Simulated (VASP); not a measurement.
A run of VASP 6.6.1:

Contents of INCAR:

```
SYSTEM = CaGaF3
PREC = Accurate
ENCUT = 520
EDIFF = 1E-7
ISMEAR = 0
SIGMA = 0.02
LREAL = .FALSE.
LASPH = .TRUE.
NELM = 80
ALGO = Normal
ISIF = 2
LWAVE = .FALSE.
LCHARG = .TRUE.
GGA = PE
LELF = .TRUE.
LVHAR = .TRUE.
NBANDS = 55
```

The input KPOINTS:

```
regular mesh
0
G
  6 6 6
  0 0 0
```

File POSCAR:

```
CaGaF3
1.0
    5.8381353226      0.0000000000      0.0000000000
    0.0000000000      5.8381353226      0.0000000000
    0.0000000000      0.0000000000      4.7606191335
Ca Ga F
2 2 6
Direct
    0.0000000000      0.0000000000      0.5000000000
    0.5000000000      0.5000000000      0.5000000000
    0.5000000000      0.0000000000      0.9026889111
    0.0000000000      0.5000000000      0.0973110889
    0.7500000000      0.7500000000      0.0000000000
    0.7500000000      0.2500000000      0.0000000000
    0.5000000000      0.0000000000      0.3294803705
    0.2500000000      0.2500000000      0.0000000000
    0.2500000000      0.7500000000      0.0000000000
    0.0000000000      0.5000000000      0.6705196295
```

Potentials or basis: VASP PAW PBE potentials, release 64 (Ca_sv, Ga_d, F).

Launch:

```bash
$ cat potpaw_PBE.64/Ca_sv/POTCAR potpaw_PBE.64/Ga_d/POTCAR potpaw_PBE.64/F/POTCAR > POTCAR
$ mpirun -np 1 vasp_std > vasp.out
```

Hardware: 1 thread of AMD EPYC 7R43 64-Core Processor (Zen 3) (shared host).

Task: How long does it take, and how much memory?

Result: Run time: 13 min on 1 thread of AMD EPYC 7R43 64-Core Processor (Zen 3), with other jobs on the host, peak memory 0.41 GiB. Counts: scf iterations 16, k points 40.
